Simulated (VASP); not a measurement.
Write the native input for VASP 6.6.1 that does the following.

| Quantity | Value |
| --- | --- |
| Task | single point |
| Functional | PBE |
| Potentials or basis | VASP PAW PBE potentials, release 64 (Al, N) |
| Cutoff | 520 eV |
| k mesh | 10 × 10 × 10 |
| Occupations | gaussian, width 0.05 eV |
| Spin | no spin polarisation |
| Dipole correction | no |
| Further INCAR settings | ALGO = Normal; EDIFF = 1e-06; NBANDS = 11 |

The structure of AlN lies in POSCAR:

```
AlN
1.0
    0.0000000000      2.2380199219      2.2380199219
    2.2380199219      0.0000000000      2.2380199219
    2.2380199219      2.2380199219      0.0000000000
Al N
1 1
Direct
   -0.0068627833      0.0068627833      0.0068627833
    0.7632197081      0.7367802919      0.7367802919
```

One way to write it, as run:

INCAR

```
PREC = Accurate
ENCUT = 520
EDIFF = 1E-6
ISMEAR = 0
SIGMA = 0.05
LREAL = F
LASPH = T
NELM = 60
ALGO = Normal
ISIF = 2
LWAVE = F
LCHARG = F
GGA = PE
NBANDS = 11
```

KPOINTS

```
Automatic mesh
0
Gamma
  10 10 10
```

Potentials or basis: VASP PAW PBE potentials, release 64 (Al, N).

Launch:

```console
$ cat potpaw_PBE.64/Al/POTCAR potpaw_PBE.64/N/POTCAR > POTCAR
$ mpirun -np 1 vasp_std > vasp.out
```

Results of the run:

```json
{
  "Pressure": "-8.1 GPa",
  "Largest force": "1.056 eV/Å",
  "Band gap on the k mesh": "3.05 eV, indirect (least direct gap 3.33 eV)"
}
```

Caveat: forces of over 1 eV/Å act on the atoms, so gaps and moduli don't describe the material at rest.

Wall time 45 s on 1 thread of AMD EPYC 7R13 Processor (Zen 3) (shared host), peak memory 0.13 GiB.
